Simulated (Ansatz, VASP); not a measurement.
Au: VASP beside Ansatz

INCAR

```
SYSTEM = Au
PREC = Accurate ; ENCUT = 520
EDIFF = 1E-6 ; ISMEAR = -1
SIGMA = 0.05 ; LREAL = .FALSE.
LASPH = .TRUE. ; NELM = 60
ALGO = Normal ; ISIF = 2
LWAVE = .FALSE. ; LCHARG = .FALSE.
LDIPOL = .TRUE. ; IDIPOL = 3
DIPOL = 0.5 0.5 0.500 ; GGA = PE
NBANDS = 42
```

KPOINTS

```
regular mesh
0
G
  12 9 1
  0 0 0
```

The input POSCAR:

```
Au
1.0
    2.9400990585      0.0000000000      0.0000000000
    0.0000000000      4.1579279633      0.0000000000
    0.0000000000      0.0000000000     23.3502000000
Au
6
Direct
    0.2500000000      0.2500000000      0.3426084649
    0.7500000000      0.7500000000      0.4055650789
    0.2500000000      0.2500000000      0.4685216930
    0.7500000000      0.7500000000      0.5314783070
    0.2500000000      0.2500000000      0.5944349211
    0.7500000000      0.7500000000      0.6573915351
```

Input for Ansatz:

```yaml
crystal:
  lattice:
    - [2.9400990585, 0.0, 0.0]
    - [0.0, 4.1579279633, 0.0]
    - [0.0, 0.0, 23.3502]
  atoms:
    - { symbol: Au, position: [0.25, 0.25, 0.3426084649] }
    - { symbol: Au, position: [0.75, 0.75, 0.4055650789] }
    - { symbol: Au, position: [0.25, 0.25, 0.468521693] }
    - { symbol: Au, position: [0.75, 0.75, 0.531478307] }
    - { symbol: Au, position: [0.25, 0.25, 0.5944349211] }
    - { symbol: Au, position: [0.75, 0.75, 0.6573915351] }
kpoints:
  mp_grid: { grid: [12, 9, 1] }
scf:
  occupations: { method: fermi_dirac, width: 0.05 }
hamiltonian:
  xc: pbe
  pseudopotentials: { kind: paw }
output:
  forces: true
  stress: true
  eigenvalues: true
  populations: true
efield:
  axis: 3
  amplitude: 0
  dipole_correction: true
```

Alike in both runs: task single point; functional PBE; k mesh 12 × 9 × 1; occupations fermi-dirac, width 0.05 eV; no spin polarisation.

|  | VASP | Ansatz |
| --- | --- | --- |
| version | VASP 6.6.1 | Ansatz 0.2.0 |
| potentials or method | VASP PAW PBE potentials, release 64 (Au) | PAW with Ansatz's default frozen-core files, scalar-relativistic |
| plane-wave cutoff (eV) | 520 | 420 |
| valence electrons in the cell | 66 | 114 |

|  | VASP | Ansatz | Ansatz less VASP |
| --- | --- | --- | --- |
| rms of the force components (eV/Å) | 0.206 | 0.206 | +0.0004 |

Atom by atom the forces differ by 0.003 eV/Å (rms over components). VASP's potentials hold 66 valence electrons a cell and Ansatz's 114, so a difference there can come from the potentials and not from the codes.

Spin-orbit coupling is off throughout.
